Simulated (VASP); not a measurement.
# BiS3 (P6_3/mmc) in VASP: a series of runs

BiS3 is run at these levels: PBE; tasks: single point.

Everything below comes from runs of VASP 6.6.1. Logs are shortened: lines on timing, memory, paths and dates and some standing lists are left out, and cuts for length are marked.

## 1. The cell of the first run

It takes space group P6_3/mmc (No. 194, hexagonal). Conventional cell: a = 5.818 Å, b = 5.818 Å, c = 5.574 Å, α = 90.00°, β = 90.00°, γ = 120.00°. Within 3.8 Å of Bi (site symmetry -6m2) lie 12 S at 2.91 to 3.21 Å. Within 3.6 Å of S (site symmetry mm2) lie 8 S at 2.75 to 3.30 Å and 4 Bi at 2.91 to 3.21 Å.

## 2. Single point, PBE

INCAR

```
SYSTEM = BiS3
ALGO = Normal ; EDIFF = 1E-7
ENCUT = 520 ; GGA = PE
ISIF = 2 ; ISMEAR = 0
LASPH = .TRUE. ; LCHARG = .FALSE.
LREAL = .FALSE. ; LWAVE = .FALSE.
NBANDS = 43 ; NELM = 60
PREC = Accurate ; SIGMA = 0.1
```

KPOINTS

```
k-points
0
G
  3 3 4
  0 0 0
```

POSCAR

```
BiS3
1.0
    5.8176113886      0.0000000000      0.0000000000
   -2.9088056943      5.0381992519      0.0000000000
    0.0000000000      0.0000000000      5.5737895324
Bi S
2 6
Direct
    0.3333333333      0.6666666667      0.2500000000
    0.6666666667      0.3333333333      0.7500000000
    0.8244515426      0.6489030851      0.2500000000
    0.1755484574      0.8244515426      0.7500000000
    0.3510969149      0.1755484574      0.2500000000
    0.1755484574      0.3510969149      0.7500000000
    0.8244515426      0.1755484574      0.2500000000
    0.6489030851      0.8244515426      0.7500000000
```

Potentials or basis: VASP PAW PBE potentials, release 64 (Bi_d, S).

Started as:

```console
$ cat potpaw_PBE.64/Bi_d/POTCAR potpaw_PBE.64/S/POTCAR > POTCAR
$ mpirun -np 1 vasp_std > vasp.out
```

OUTCAR:

```text
SYSTEM = BiS3
   EDIFF = 1E-7
   ENCUT = 520
   GGA = PE
   ISIF = 2
   ISMEAR = 0
   LASPH = .TRUE.
   LREAL = .FALSE.
   NELM = 60
   PREC = Accurate

 ion  position               nearest neighbor table
   1  0.333  0.667  0.250-   3 2.91   5 2.91   7 2.91   7 2.91   3 2.91   5 2.91   4 3.21   4 3.21
                             8 3.21   8 3.21   6 3.21   6 3.21
   2  0.667  0.333  0.750-   6 2.91   8 2.91   4 2.91   4 2.91   6 2.91   8 2.91   7 3.21   7 3.21
                             5 3.21   5 3.21   3 3.21   3 3.21
   3  0.824  0.649  0.250-   5 2.75   7 2.75   1 2.91   1 2.91   2 3.21   2 3.21
   4  0.176  0.824  0.750-   8 2.75   6 2.75   2 2.91   2 2.91   1 3.21   1 3.21
   5  0.351  0.176  0.250-   7 2.75   3 2.75   1 2.91   1 2.91   2 3.21   2 3.21
   6  0.176  0.351  0.750-   4 2.75   8 2.75   2 2.91   2 2.91   1 3.21   1 3.21
   7  0.824  0.176  0.250-   5 2.75   3 2.75   1 2.91   1 2.91   2 3.21   2 3.21
   8  0.649  0.824  0.750-   4 2.75   6 2.75   2 2.91   2 2.91   1 3.21   1 3.21

  LATTYP: Found a hexagonal cell.
 ALAT       =     5.8176113886
 C/A-ratio  =     0.9580890094

  Lattice vectors:

 A1 = (   5.8176113886,   0.0000000000,   0.0000000000)
 A2 = (  -2.9088056943,   5.0381992519,   0.0000000000)
 A3 = (   0.0000000000,   0.0000000000,   5.5737895324)

Analysis of symmetry for initial positions (statically):
=====================================================================
 Subroutine PRICEL returns:
 Original cell was already a primitive cell.

 Routine SETGRP: Setting up the symmetry group for a
 hexagonal supercell.

 Subroutine GETGRP returns: Found 24 space group operations
 (whereof 12 operations were pure point group operations)
 out of a pool of 24 trial point group operations.

The static configuration has the point symmetry D_3d.
 The point group associated with its full space group is D_6h.

Analysis of symmetry for dynamics (positions and initial velocities):
=====================================================================
 Subroutine PRICEL returns:
 Original cell was already a primitive cell.

 Routine SETGRP: Setting up the symmetry group for a
 hexagonal supercell.

 Subroutine GETGRP returns: Found 24 space group operations
 (whereof 12 operations were pure point group operations)
 out of a pool of 24 trial point group operations.

The dynamic configuration has the point symmetry D_3d.
 The point group associated with its full space group is D_6h.

 Subroutine INISYM returns: Found 24 space group operations
 (whereof 12 operations are pure point group operations),
 and found     1 'primitive' translations

----------------------------------------------------------------------------------------

                                     Primitive cell

  volume of cell :     163.3694

  direct lattice vectors                    reciprocal lattice vectors
     5.817611389  0.000000000  0.000000000     0.171891853  0.099241807  0.000000000
    -2.908805694  5.038199252  0.000000000     0.000000000  0.198483615  0.000000000
     0.000000000  0.000000000  5.573789532     0.000000000  0.000000000  0.179411152

  length of vectors
     5.817611389  5.817611389  5.573789532     0.198483615  0.198483615  0.179411152

  position of ions in fractional coordinates (direct lattice)
     0.333333333  0.666666667  0.250000000
     0.666666667  0.333333333  0.750000000
     0.824451543  0.648903085  0.250000000
     0.175548457  0.824451543  0.750000000
     0.351096915  0.175548457  0.250000000
     0.175548457  0.351096915  0.750000000
     0.824451543  0.175548457  0.250000000
     0.648903085  0.824451543  0.750000000

  ion indices of the primitive-cell ions
   primitive index   ion index
                 1           1
                 2           2
                 3           3
                 4           4
                 5           5
                 6           6
                 7           7
                 8           8

----------------------------------------------------------------------------------------

 KPOINTS: k-points

Automatic generation of k-mesh.
 Grid dimensions read from file:
 generate k-points for:    3    3    4

 Generating k-lattice:

  Cartesian coordinates                     Fractional coordinates (reciprocal lattice)
     0.057297284  0.033080602  0.000000000     0.333333333  0.000000000  0.000000000
     0.000000000  0.066161205  0.000000000     0.000000000  0.333333333  0.000000000
     0.000000000  0.000000000  0.044852788     0.000000000  0.000000000  0.250000000

  Length of vectors
     0.066161205  0.066161205  0.044852788

  Shift w.r.t. Gamma in fractional coordinates (k-lattice)
     0.000000000  0.000000000  0.000000000

 Subroutine IBZKPT returns following result:
 ===========================================

 Found      9 irreducible k-points:

 Following reciprocal coordinates:
            Coordinates               Weight
  0.000000  0.000000  0.000000      1.000000
  0.333333  0.000000  0.000000      6.000000
  0.333333  0.333333  0.000000      2.000000
  0.000000  0.000000  0.250000      2.000000
  0.333333  0.000000  0.250000     12.000000
  0.333333  0.333333  0.250000      4.000000
  0.000000  0.000000  0.500000      1.000000
  0.333333  0.000000  0.500000      6.000000
  0.333333  0.333333  0.500000      2.000000
   k-points           NKPTS =      9   k-points in BZ     NKDIM =      9   number of bands    NBANDS=     43
   number of dos      NEDOS =    301   number of ions     NIONS =      8
   total plane-waves  NPLWV =  96768
   dimension x,y,z NGX =    48 NGY =   48 NGZ =   42
   dimension x,y,z NGXF=    96 NGYF=   96 NGZF=   84
   ions per type =               2   6
   NGX,Y,Z   is equivalent  to a cutoff of  13.72, 13.72, 12.53 a.u.
   NGXF,Y,Z  is equivalent  to a cutoff of  27.43, 27.43, 25.05 a.u.
 SYSTEM =  BiS3
   PREC   = accura    normal or accurate (medium, high low for compatibility)
   ISTART =      0    job   : 0-new  1-cont  2-samecut
   ICHARG =      2    charge: 1-file 2-atom 10-const
   ISPIN  =      1    spin polarized calculation?
   LNONCOLLINEAR =      F non collinear calculations
   LSORBIT =      F    spin-orbit coupling
   LASPH  =      T    aspherical Exc in radial PAW
   ENCUT  =  520.0 eV  38.22 Ry    6.18 a.u.  10.82 10.82 10.36*2*pi/ulx,y,z
   NELM   =     60;   NELMIN=  2; NELMDL= -5     # of ELM steps
   EDIFF  = 0.1E-06   stopping-criterion for ELM
   LREAL  =      F    real-space projection
   EDIFFG = 0.1E-05   stopping-criterion for IOM
   NSW    =      0    number of steps for IOM
   IBRION =     -1    ionic relax: 0-MD 1-quasi-New 2-CG
   NFREE  =      0    steps in history (QN), initial steepest desc. (CG)
   ISIF   =      2    stress and relaxation
   ISYM   =      2    0-nonsym 1-usesym 2-fastsym
   POTIM  = 0.5000    time-step for ionic-motion
   TEBEG  =    0.0;   TEEND  =   0.0 temperature during run
   PSTRESS=    0.0 pullay stress
   NELECT =      66.0000    total number of electrons
   NUPDOWN=      -1.0000    fix difference up-down
   EMIN   =  10.00;   EMAX   =-10.00  energy-range for DOS
   EFERMI =   0.00;   METHOD = LEGACY
   ISMEAR =     0;   SIGMA  =   0.10  broadening in eV -4-tet -1-fermi 0-gaus
   EFERMI_NEDOS =   21; number of points for ismear=-14 and -15
   IALGO  =     38    algorithm
   IMIX   =      4    mixing-type and parameters
     AMIX     =   0.40;   BMIX     =  1.00
     AMIX_MAG =   1.60;   BMIX_MAG =  1.00
  volume/ion in A,a.u.               =      20.42       137.81
  Fermi-wavevector in a.u.,A,eV,Ry     =   1.210224  2.286993 19.927682  1.464643
  Thomas-Fermi vector in A             =   2.345778
   LORBIT       =      0    0 simple, 1 ext, 2 COOP (PROOUT), +10 PAW based schemes
   GGA     = PE    functional components
   LHFCALC =     F    Hartree Fock is set to
   AEXX    =    0.0000 exact exchange contribution
   IVDW    =     0    specifies the selected vdW correction
   LEPSILON=     F    determine dielectric tensor
   LRPA    =     F    only Hartree local field effects (RPA)
 non-spin polarized calculation
 Gauss-broadening in eV      SIGMA  =   0.10
  energy-cutoff  :      520.00
  volume of cell :      163.37
 maximum number of plane-waves:      4437
 NGX is ok and might be reduce to    48
   NGX = 21   NGY = 21   NGZ = 21

 number of electron      66.0000007 magnetization

 Free energy of the ion-electron system (eV)
  ---------------------------------------------------
  ext. energy  EPLUGINS =         0.00000000
  ---------------------------------------------------
  free energy    TOTEN  =       -28.43924527 eV

  energy without entropy =      -28.40670360  energy(sigma->0) =      -28.42297444

 E-fermi :   6.7401     XC(G=0): -10.5548

 val. band max:        6.7220246094   @ k =   0.3333   0.0000   0.2500
 cond. band min:       6.8098271343   @ k =   0.3333   0.0000   0.2500
 fundamental gap:      0.0878025249
 Fermi energy:         6.7401433656

 k-point     1 :       0.0000    0.0000    0.0000
  band No.  band energies     occupation
      1     -16.6262      2.00000
      2     -16.6077      2.00000
      3     -16.5916      2.00000
      4     -16.5916      2.00000
      5     -16.5786      2.00000
      6     -16.5786      2.00000
[... 35 lines left out ...]
     42      12.1539      0.00000
     43      13.6161      0.00000

 k-point     2 :       0.3333    0.0000    0.0000
  band No.  band energies     occupation
      1     -16.6213      2.00000
      2     -16.6105      2.00000
      3     -16.5930      2.00000
      4     -16.5900      2.00000
      5     -16.5806      2.00000
      6     -16.5773      2.00000
[... 35 lines left out ...]
     42      11.5899      0.00000
     43      13.1591      0.00000

 k-point     3 :       0.3333    0.3333    0.0000
  band No.  band energies     occupation
      1     -16.6153      2.00000
      2     -16.6153      2.00000
      3     -16.5944      2.00000
      4     -16.5853      2.00000
      5     -16.5853      2.00000
      6     -16.5762      2.00000
[... 229 lines left out ...]
      6     -16.5865      2.00000
[... 35 lines left out ...]
     42      11.3549      0.00000
     43      14.1937      0.00000

 k-point     9 :       0.3333    0.3333    0.5000
  band No.  band energies     occupation
      1     -16.6128      2.00000
      2     -16.6128      2.00000
      3     -16.5862      2.00000
      4     -16.5862      2.00000
      5     -16.5860      2.00000
      6     -16.5860      2.00000
[... 35 lines left out ...]
     42       9.2643      0.00000
     43      14.9278      0.00000

------------------------ aborting loop because EDIFF is reached ----------------------------------------

  FORCE on cell =-STRESS in cart. coord.  units (eV):
  Direction    XX          YY          ZZ          XY          YZ          ZX
  --------------------------------------------------------------------------------------
  -------------------------------------------------------------------------------------
  Total        0.2661538      0.2661538     -0.3426744      0.0000000      0.0000000      0.0000000
  in kB        2.6101932      2.6101932     -3.3606377      0.0000000      0.0000000      0.0000000
  external PRESSURE =       0.6199163 kB  Pullay stress =       0.0000000 kB

 VOLUME and BASIS-vectors are now :
 -----------------------------------------------------------------------------
  energy-cutoff  :      520.00
  volume of cell :      163.37
      direct lattice vectors                 reciprocal lattice vectors
     5.817611389  0.000000000  0.000000000     0.171891853  0.099241807  0.000000000
    -2.908805694  5.038199252  0.000000000     0.000000000  0.198483615  0.000000000
     0.000000000  0.000000000  5.573789532     0.000000000  0.000000000  0.179411152

 POSITION                                       TOTAL-FORCE (eV/Angst)
 -----------------------------------------------------------------------------------
     -0.00000      3.35880      1.39345        -0.000000      0.000000      0.000000
      2.90881      1.67940      4.18034        -0.000000     -0.000000      0.000000
      2.90881      3.26930      1.39345        -0.000000     -0.024432     -0.000000
     -1.37690      4.15375      4.18034         0.021159     -0.012216      0.000000
      1.53191      0.88445      1.39345         0.021159      0.012216     -0.000000
     -0.00000      1.76890      4.18034        -0.000000      0.024432      0.000000
      4.28570      0.88445      1.39345        -0.021159      0.012216      0.000000
      1.37690      4.15375      4.18034        -0.021159     -0.012216      0.000000
 -----------------------------------------------------------------------------------
    total drift:                               -0.000001      0.000000     -0.000000

  FREE ENERGIE OF THE ION-ELECTRON SYSTEM (eV)
  ---------------------------------------------------
  free  energy   TOTEN  =       -28.4392452731 eV

  energy  without entropy=      -28.4067035994  energy(sigma->0) =      -28.42297444
```

Run time: 76 s. Hardware: 1 thread of AMD EPYC 7R43 (Zen 3), shared host; peak memory 0.26 GiB.

Results:

```
Free energy            : -28.4392 eV
Pressure               : 0.1 GPa
Largest force          : 0.024 eV/Å
Band gap on the k mesh : zero (band 33 reaches 8.18 eV, above the bottom of band 34 at 6.25 eV)
```

Forces in eV/Å, atoms in the order of the input:
```
Bi   0.000  0.000  0.000
Bi   0.000  0.000  0.000
S    0.000 -0.024  0.000
S    0.021 -0.012  0.000
S    0.021  0.012  0.000
S    0.000  0.024  0.000
S   -0.021  0.012  0.000
S   -0.021 -0.012  0.000
```

Levels at points of the mesh, in eV from the Fermi level:
```
           k point  band 29  band 30  band 31  band 32  band 33  band 34  band 35  band 36  band 37  band 38
(0.00, 0.00, 0.00)    -0.84    -0.84    -0.31     0.78     1.02     1.02     1.73     1.73     1.92     2.46
(0.00, 0.00, 0.50)    -0.67    -0.67     0.18     0.18     1.44     1.44     1.44     1.44     1.81     1.81
```

Caveat: the k points lie up to 0.42 Å⁻¹ apart; spin-orbit coupling is left out, which moves the levels of the heavy elements.

## 3. Single point, PBE

This run uses another cell than the first one, of 23.81 Å³/atom, 1.166 times its volume.

INCAR

```
PREC = Accurate
ENCUT = 520
EDIFF = 1E-6
ISMEAR = 0
SIGMA = 0.1
LREAL = F
LASPH = T
NELM = 80
ALGO = Normal
ISIF = 2
LWAVE = F
LCHARG = F
GGA = PE
NBANDS = 43
```

KPOINTS

```
Automatic mesh
0
Gamma
  3 3 4
```

POSCAR

```
BiS3
1.0
    6.4953225536      0.0000000000      0.0000000000
   -3.2476612768      5.6251143372      0.0000000000
    0.0000000000      0.0000000000      5.2134985276
Bi S
2 6
Direct
    0.3333333333      0.6666666667      0.2500000000
    0.6666666667      0.3333333333      0.7500000000
    0.8330000000      0.6660000000      0.2500000000
    0.1670000000      0.8330000000      0.7500000000
    0.3340000000      0.1670000000      0.2500000000
    0.1670000000      0.3340000000      0.7500000000
    0.8330000000      0.1670000000      0.2500000000
    0.6660000000      0.8330000000      0.7500000000
```

Potentials or basis: VASP PAW PBE potentials, release 64 (Bi_d, S).

Started as:

```console
$ cat potpaw_PBE.64/Bi_d/POTCAR potpaw_PBE.64/S/POTCAR > POTCAR
$ mpirun -np 1 vasp_std > vasp.out
```

Wall time 74 s (1 thread of AMD EPYC 7R43 (Zen 3), shared host); peak memory 0.26 GiB.

Results (log left out):

| Item | Value |
| --- | --- |
| Free energy | -26.9904 eV |
| Pressure | -8.8 GPa |
| Largest force | 0.494 eV/Å |
| Band gap on the k mesh | zero (band 33 reaches 5.38 eV, above the bottom of band 34 at 4.67 eV) |

Forces on the atoms (eV/Å):
```
Bi   0.000  0.000  0.000
Bi   0.000  0.000  0.000
S    0.000 -0.494  0.000
S    0.427 -0.247  0.000
S    0.427  0.247  0.000
S    0.000  0.494  0.000
S   -0.427  0.247  0.000
S   -0.427 -0.247  0.000
```

Stress tensor (GPa, compression positive):
```
-8.86  0.00  0.00
 0.00 -8.86  0.00
 0.00  0.00 -8.73
```

Levels at points of the mesh, in eV from the Fermi level:
```tsv
k point	band 30	band 31	band 32	band 33	band 34	band 35
(0.00, 0.00, 0.00)	-0.67	-0.67	-0.13	-0.13	0.61	0.74
(0.00, 0.00, 0.50)	-0.19	-0.19	-0.19	0.48	0.48	0.48
```

Caveat: the k points lie up to 0.37 Å⁻¹ apart; spin-orbit coupling is left out, which moves the levels of the heavy elements.
